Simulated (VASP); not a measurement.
Here is a VASP 6.6.1 calculation.

The input INCAR:

```
SYSTEM = CaO
PREC = Accurate ; ENCUT = 520
EDIFF = 1E-6 ; ISMEAR = -1
SIGMA = 0.02 ; LREAL = .False.
LASPH = .True. ; NELM = 60
ALGO = Normal ; ISIF = 2
LWAVE = .False. ; LCHARG = .False.
GGA = PE ; NBANDS = 15
```

The input KPOINTS:

```
regular mesh
0
Gamma
  8 8 8
  0 0 0
```

POSCAR

```
CaO
1.0
    0.0000000000      2.4711816910      2.7957592550
    2.4711816910      0.0000000000      2.7957592550
    2.4711816910      2.4711816910      0.0000000000
Ca O
1 1
Direct
    0.0000000000      0.0000000000      0.0000000000
    0.2500000000      0.2500000000      0.2500000000
```

Potentials or basis: VASP PAW PBE potentials, release 64 (Ca_sv, O).

Command:

```bash
$ cat potpaw_PBE.64/Ca_sv/POTCAR potpaw_PBE.64/O/POTCAR > POTCAR
$ mpirun -np 1 vasp_std > vasp.out
```

(1) Estimate the pressure.

(2) Predict the band gap on the k mesh.

Answers

(1) 4.4 GPa.

(2) 3.29 eV, indirect (least direct gap 4.02 eV).

Caveat: the cell differs from its parent crystal (epitaxial xy strain -5.2%).
